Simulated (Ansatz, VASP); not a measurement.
## One calculation of AlN, two programs

```
CELL_PARAMETERS angstrom
0.00000 2.18399 2.18399
2.18399 0.00000 2.18399
2.18399 2.18399 0.00000
ATOMIC_POSITIONS crystal
Al 0.00000 0.00000 0.00000
N 0.25000 0.25000 0.25000
```

Alike in both runs: task relaxation of cell and atoms; functional revPBE; dispersion D4; k mesh 10 × 10 × 10; occupations fermi-dirac, width 0.05 eV; no spin polarisation.

|  | VASP | Ansatz |
| --- | --- | --- |
| version | VASP 6.6.1 | Ansatz 0.2.0 |
| potentials or method | VASP PAW PBE potentials, release 64 (Al, N) | Ansatz PAW |
| plane-wave cutoff (eV) | 600 | 420 |
| valence electrons in the cell | 8 | 8 |

|  | VASP | Ansatz | Ansatz less VASP |
| --- | --- | --- | --- |
| gap on the k mesh at the Fermi level, each at its own relaxed structure (eV) | 3.36 | 3.36 | +0.003 |
| relaxed volume (Å³/atom) | 10.26 | 10.29 | +0.036 |
| relaxed cell length with the largest relative difference (Å) | 3.073 | 3.076 | +0.0036 |

VASP's potentials were made for PBE, not for revPBE.

Noted on Ansatz's run: the plane-wave basis is chosen anew once the cell has moved, so the energies of steps on either side of that aren't comparable.
